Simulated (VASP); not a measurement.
# KAl2 (P4_2/mnm) in VASP: relaxation of cell and atoms with PBE

Aim: the relaxation of cell and atoms of KAl2 with PBE.

Everything below comes from runs of VASP 6.6.1. Logs are shortened: lines on timing, memory, paths and dates and some standing lists are left out, and cuts for length are marked.

### Step 1. The cell of the first run

It takes space group P4_2/mnm (No. 136, tetragonal). Conventional cell: a = 6.397 Å, b = 6.397 Å, c = 6.558 Å, α = 90.00°, β = 90.00°, γ = 90.00°. K (site symmetry mmm) has 6 Al at 3.23 to 3.52 Å within 4.3 Å. Within 3.4 Å of Al (site symmetry m2m) lie 1 Al at 2.58 Å and 1 K at 3.23 Å.

### Step 2. Relaxation of cell and atoms, PBE

INCAR

```
PREC = Accurate ; ENCUT = 600
EDIFF = 1E-6 ; ISMEAR = 0
SIGMA = 0.1 ; LREAL = False
LASPH = True ; NELM = 80
ALGO = Fast ; ISIF = 3
LWAVE = False ; LCHARG = False
GGA = PE ; IBRION = 2
NSW = 100 ; EDIFFG = -0.01
```

KPOINTS

```
regular mesh
0
Gamma
  6 6 6
```

POSCAR

```
KAl2
1.0
    6.3971306181      0.0000000000      0.0000000000
    0.0000000000      6.3971306181      0.0000000000
    0.0000000000      0.0000000000      6.5575621417
K Al
2 4
Direct
    0.0000000000      0.0000000000      0.0000000000
    0.5000000000      0.5000000000      0.5000000000
    0.3573690448      0.3573690448      0.0000000000
    0.1426309552      0.8573690448      0.5000000000
    0.6426309552      0.6426309552      0.0000000000
    0.8573690448      0.1426309552      0.5000000000
```

Potentials or basis: VASP PAW PBE potentials, release 64 (K_sv, Al).

Started as:

```bash
$ cat potpaw_PBE.64/K_sv/POTCAR potpaw_PBE.64/Al/POTCAR > POTCAR
$ mpirun -np 1 vasp_std > vasp.out
```

OUTCAR:

```text
PREC = Accurate
   ENCUT = 600
   EDIFF = 1E-6
   ISMEAR = 0
   LREAL = False
   LASPH = True
   NELM = 80
   ISIF = 3
   GGA = PE
   IBRION = 2
   NSW = 100
   EDIFFG = -0.01

 ion  position               nearest neighbor table
   1  0.000  0.000  0.000-   3 3.23   5 3.23   4 3.52   6 3.52   4 3.52   6 3.52
   2  0.500  0.500  0.500-   4 3.23   6 3.23   5 3.52   3 3.52   3 3.52   5 3.52
   3  0.357  0.357  0.000-   5 2.58   1 3.23   2 3.52   2 3.52
   4  0.143  0.857  0.500-   6 2.58   2 3.23   1 3.52   1 3.52
   5  0.643  0.643  0.000-   3 2.58   1 3.23   2 3.52   2 3.52
   6  0.857  0.143  0.500-   4 2.58   2 3.23   1 3.52   1 3.52

  LATTYP: Found a simple tetragonal cell.
 ALAT       =     6.3971306181
 C/A-ratio  =     1.0250786694

  Lattice vectors:

 A1 = (   6.3971306181,   0.0000000000,   0.0000000000)
 A2 = (   0.0000000000,   6.3971306181,   0.0000000000)
 A3 = (   0.0000000000,   0.0000000000,   6.5575621417)

Analysis of symmetry for initial positions (statically):
=====================================================================
 Subroutine PRICEL returns:
 Original cell was already a primitive cell.

 Routine SETGRP: Setting up the symmetry group for a
 simple tetragonal supercell.

 Subroutine GETGRP returns: Found 16 space group operations
 (whereof  8 operations were pure point group operations)
 out of a pool of 16 trial point group operations.

The static configuration has the point symmetry D_2h.
 The point group associated with its full space group is D_4h.

Analysis of symmetry for dynamics (positions and initial velocities):
=====================================================================
 Subroutine PRICEL returns:
 Original cell was already a primitive cell.

 Routine SETGRP: Setting up the symmetry group for a
 simple tetragonal supercell.

 Subroutine GETGRP returns: Found 16 space group operations
 (whereof  8 operations were pure point group operations)
 out of a pool of 16 trial point group operations.

The dynamic configuration has the point symmetry D_2h.
 The point group associated with its full space group is D_4h.

 Subroutine INISYM returns: Found 16 space group operations
 (whereof  8 operations are pure point group operations),
 and found     1 'primitive' translations

----------------------------------------------------------------------------------------

                                     Primitive cell

  volume of cell :     268.3570

  direct lattice vectors                    reciprocal lattice vectors
     6.397130618  0.000000000  0.000000000     0.156320085  0.000000000  0.000000000
     0.000000000  6.397130618  0.000000000     0.000000000  0.156320085  0.000000000
     0.000000000  0.000000000  6.557562142     0.000000000  0.000000000  0.152495696

  length of vectors
     6.397130618  6.397130618  6.557562142     0.156320085  0.156320085  0.152495696

  position of ions in fractional coordinates (direct lattice)
     0.000000000  0.000000000  0.000000000
     0.500000000  0.500000000  0.500000000
     0.357369045  0.357369045  0.000000000
     0.142630955  0.857369045  0.500000000
     0.642630955  0.642630955  0.000000000
     0.857369045  0.142630955  0.500000000

  ion indices of the primitive-cell ions
   primitive index   ion index
                 1           1
                 2           2
                 3           3
                 4           4
                 5           5
                 6           6

----------------------------------------------------------------------------------------

 KPOINTS: regular mesh

Automatic generation of k-mesh.
 Grid dimensions read from file:
 generate k-points for:    6    6    6

 Generating k-lattice:

  Cartesian coordinates                     Fractional coordinates (reciprocal lattice)
     0.026053347  0.000000000  0.000000000     0.166666667  0.000000000  0.000000000
     0.000000000  0.026053347  0.000000000     0.000000000  0.166666667  0.000000000
     0.000000000  0.000000000  0.025415949     0.000000000  0.000000000  0.166666667

  Length of vectors
     0.026053347  0.026053347  0.025415949

  Shift w.r.t. Gamma in fractional coordinates (k-lattice)
     0.000000000  0.000000000  0.000000000

 Subroutine IBZKPT returns following result:
 ===========================================

 Found     40 irreducible k-points:

 Following reciprocal coordinates:
            Coordinates               Weight
  0.000000  0.000000  0.000000      1.000000
  0.166667  0.000000  0.000000      4.000000
  0.333333  0.000000  0.000000      4.000000
  0.500000  0.000000  0.000000      2.000000
  0.166667  0.166667  0.000000      4.000000
  0.333333  0.166667  0.000000      8.000000
[... 16 lines left out ...]
  0.333333  0.000000  0.333333      8.000000
  0.500000  0.000000  0.333333      4.000000
 [... further k-points ...]
   k-points           NKPTS =     40   k-points in BZ     NKDIM =     40   number of bands    NBANDS=     19
   number of dos      NEDOS =    301   number of ions     NIONS =      6
   total plane-waves  NPLWV = 157464
   dimension x,y,z NGX =    54 NGY =   54 NGZ =   54
   dimension x,y,z NGXF=   108 NGYF=  108 NGZF=  108
   ions per type =               2   4
   NGX,Y,Z   is equivalent  to a cutoff of  14.03, 14.03, 13.69 a.u.
   NGXF,Y,Z  is equivalent  to a cutoff of  28.07, 28.07, 27.38 a.u.
 SYSTEM =  unknown system
   PREC   = accura    normal or accurate (medium, high low for compatibility)
   ISTART =      0    job   : 0-new  1-cont  2-samecut
   ICHARG =      2    charge: 1-file 2-atom 10-const
   ISPIN  =      1    spin polarized calculation?
   LNONCOLLINEAR =      F non collinear calculations
   LSORBIT =      F    spin-orbit coupling
   LASPH  =      T    aspherical Exc in radial PAW
   ENCUT  =  600.0 eV  44.10 Ry    6.64 a.u.  12.78 12.78 13.10*2*pi/ulx,y,z
   NELM   =     80;   NELMIN=  2; NELMDL= -5     # of ELM steps
   EDIFF  = 0.1E-05   stopping-criterion for ELM
   LREAL  =      F    real-space projection
   EDIFFG = -.1E-01   stopping-criterion for IOM
   NSW    =    100    number of steps for IOM
   IBRION =      2    ionic relax: 0-MD 1-quasi-New 2-CG
   NFREE  =      1    steps in history (QN), initial steepest desc. (CG)
   ISIF   =      3    stress and relaxation
   ISYM   =      2    0-nonsym 1-usesym 2-fastsym
   POTIM  = 0.5000    time-step for ionic-motion
   TEBEG  =    0.0;   TEEND  =   0.0 temperature during run
   PSTRESS=    0.0 pullay stress
   NELECT =      30.0000    total number of electrons
   NUPDOWN=      -1.0000    fix difference up-down
   EMIN   =  10.00;   EMAX   =-10.00  energy-range for DOS
   EFERMI =   0.00;   METHOD = LEGACY
   ISMEAR =     0;   SIGMA  =   0.10  broadening in eV -4-tet -1-fermi 0-gaus
   EFERMI_NEDOS =   21; number of points for ismear=-14 and -15
   IALGO  =     68    algorithm
   IMIX   =      4    mixing-type and parameters
     AMIX     =   0.40;   BMIX     =  1.00
     AMIX_MAG =   1.60;   BMIX_MAG =  1.00
  volume/ion in A,a.u.               =      44.73       301.83
  Fermi-wavevector in a.u.,A,eV,Ry     =   0.788638  1.490309  8.462139  0.621950
  Thomas-Fermi vector in A             =   1.893619
   LORBIT       =      0    0 simple, 1 ext, 2 COOP (PROOUT), +10 PAW based schemes
   GGA     = PE    functional components
   LHFCALC =     F    Hartree Fock is set to
   AEXX    =    0.0000 exact exchange contribution
   IVDW    =     0    specifies the selected vdW correction
   LEPSILON=     F    determine dielectric tensor
   LRPA    =     F    only Hartree local field effects (RPA)
 conjugate gradient relaxation of ions
 non-spin polarized calculation
 RMM-DIIS sequential band-by-band and
 Gauss-broadening in eV      SIGMA  =   0.10
  energy-cutoff  :      600.00
  volume of cell :      268.36
 maximum number of plane-waves:      8996
 NGX is ok and might be reduce to    54
   NGX = 25   NGY = 25   NGZ = 27

--------------------------------------- Ionic step        1  -------------------------------------------

 number of electron      30.0000000 magnetization

 Free energy of the ion-electron system (eV)
  ---------------------------------------------------
  ext. energy  EPLUGINS =         0.00000000
  ---------------------------------------------------
  free energy    TOTEN  =       -10.85548921 eV

  energy without entropy =      -10.81799685  energy(sigma->0) =      -10.83674303

------------------------ aborting loop because EDIFF is reached ----------------------------------------

  FORCE on cell =-STRESS in cart. coord.  units (eV):
  Direction    XX          YY          ZZ          XY          YZ          ZX
  --------------------------------------------------------------------------------------
  -------------------------------------------------------------------------------------
  Total       -0.1595743     -0.1595743     -0.0396270     -0.0000000      0.0000000      0.0000000
  in kB       -0.9527102     -0.9527102     -0.2365862     -0.0000000      0.0000000      0.0000000
  external PRESSURE =      -0.7140022 kB  Pullay stress =       0.0000000 kB
[... 65 lines left out ...]
  energy  without entropy=      -10.8184443426  energy(sigma->0) =      -10.83716882

--------------------------------------- Ionic step        3  -------------------------------------------

 number of electron      30.0000000 magnetization

 Free energy of the ion-electron system (eV)
  ---------------------------------------------------
  ext. energy  EPLUGINS =         0.00000000
  ---------------------------------------------------
  free energy    TOTEN  =       -10.85595897 eV

  energy without entropy =      -10.81853573  energy(sigma->0) =      -10.83724735

 E-fermi :   0.5578     XC(G=0):  -6.7570

 val. band max:        0.5501923625   @ k =   0.3333   0.3333   0.3333
 cond. band min:       0.5601887531   @ k =   0.1667   0.0000   0.3333
 fundamental gap:      0.0099963906
 Fermi energy:         0.5577788287

 k-point     1 :       0.0000    0.0000    0.0000
  band No.  band energies     occupation
      1     -30.1774      2.00000
      2     -30.1768      2.00000
      3     -13.7404      2.00000
      4     -13.7404      2.00000
      5     -13.7139      2.00000
      6     -13.7035      2.00000
[... 11 lines left out ...]
     18       1.2871      0.00000
     19       1.7625      0.00000
[... 489 lines left out ...]
      3     -13.7423      2.00000
      4     -13.7423      2.00000
      5     -13.7113      2.00000
      6     -13.7113      2.00000
[... 11 lines left out ...]
     18       1.3324      0.00000
     19       1.9993      0.00000

 [... further k-points ...]
[... 5 lines left out ...]
  --------------------------------------------------------------------------------------
  -------------------------------------------------------------------------------------
  Total       -0.0242799     -0.0242799     -0.0023193     -0.0000000      0.0000000      0.0000000
  in kB       -0.1456251     -0.1456251     -0.0139108     -0.0000000      0.0000000      0.0000000
  external PRESSURE =      -0.1017203 kB  Pullay stress =       0.0000000 kB
[... 21 lines left out ...]
  FREE ENERGIE OF THE ION-ELECTRON SYSTEM (eV)
  ---------------------------------------------------
  free  energy   TOTEN  =       -10.8559589709 eV

  energy  without entropy=      -10.8185357275  energy(sigma->0) =      -10.83724735

 reached required accuracy - stopping structural energy minimisation
```

It took 7.9 min on 1 thread of Oxide Virtual Turin-like, shared host; peak memory 0.51 GiB.

Results:

- Free energy: -10.8560 eV
- Relaxed volume: 44.52 Å³/atom
- Relaxed cell: a = 6.384 Å, b = 6.384 Å, c = 6.554 Å, α = 90.00°, β = 90.00°, γ = 90.00°
- Space group after relaxing (to 0.05 Å): P4_2/mnm (No. 136)
- Energy gained by relaxing: 0.1 meV/atom
- Ionic steps: 3
- Pressure after relaxing: 0.0 GPa
- Largest force after relaxing: 0.008 eV/Å
- Band gap on the k mesh: zero (band 15 reaches 0.85 eV, above the bottom of band 16 at -0.34 eV)

Forces in eV/Å, atoms in the order of the input:
```
K    0.000  0.000  0.000
K    0.000  0.000  0.000
Al  -0.006 -0.006  0.000
Al   0.006 -0.006  0.000
Al   0.006  0.006  0.000
Al  -0.006  0.006  0.000
```

Step by step:
```
step  energy change (eV)  largest force (eV/Å)  pressure (GPa)  volume (Å³)
   1              0.0000                0.0294           -0.07       268.36
   2             -0.0004                0.0060           -0.03       267.58
   3             -0.0005                0.0078           -0.01       267.13
```

Final structure:
```
CELL_PARAMETERS angstrom
6.38410 0.00000 0.00000
0.00000 6.38410 0.00000
0.00000 0.00000 6.55424
ATOMIC_POSITIONS crystal
K 0.00000 0.00000 0.00000
K 0.50000 0.50000 0.50000
Al 0.35762 0.35762 0.00000
Al 0.14238 0.85762 0.50000
Al 0.64238 0.64238 0.00000
Al 0.85762 0.14238 0.50000
```
